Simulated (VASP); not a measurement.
The system is W.

```
CELL_PARAMETERS angstrom
2.81941 0.00000 0.00000
-1.40970 2.44168 0.00000
0.00000 0.00000 4.60409
ATOMIC_POSITIONS crystal
W 0.33333 0.66667 0.25000
W 0.66667 0.33333 0.75000
```

* Program: VASP 6.6.1
* Task: relaxation of cell and atoms
* Functional: BLYP
* Potentials or basis: VASP PAW PBE potentials, release 64 (W_sv)
* Cutoff: 600 eV
* k mesh: 13 × 13 × 7
* Occupations: fermi-dirac, width 0.1 eV
* Spin: no spin polarisation

At the start: pressure 22.5 GPa; volume 15.85 Å³/atom.

Problem. Where does the relaxation end?

Solution. Over 10 steps the energy falls by 140.5 meV/atom and the volume is 17.22 Å³/atom (+8.6 %); space group P6_3/mmc (No. 194, to 0.05 Å).

Step by step:
```csv
step,energy change (eV),largest force (eV/Å),pressure (GPa),volume (Å³)
1,0.0000,0.0000,22.53,31.69
2,0.9372,0.0000,-35.18,43.02
3,-0.1857,0.0000,-3.08,34.63
4,-0.1870,0.0000,-1.52,34.42
5,-0.2708,0.0000,-1.11,34.49
6,-0.2810,0.0000,-0.51,34.50
7,-0.2810,0.0000,-0.45,34.50
8,-0.2805,0.0000,1.17,34.28
9,-0.2811,0.0000,0.02,34.43
10,-0.2811,0.0000,-0.03,34.44
```

Final structure:
```
W
1.0
     2.80961    0.00000    0.00000
    -1.40480    2.43319    0.00000
     0.00000    0.00000    5.03717
W
2
Direct
  0.33333 0.66667 0.25000
  0.66667 0.33333 0.75000
```

Caveat: the PAW data sets were made with another functional, which shifts forces and pressure a little.
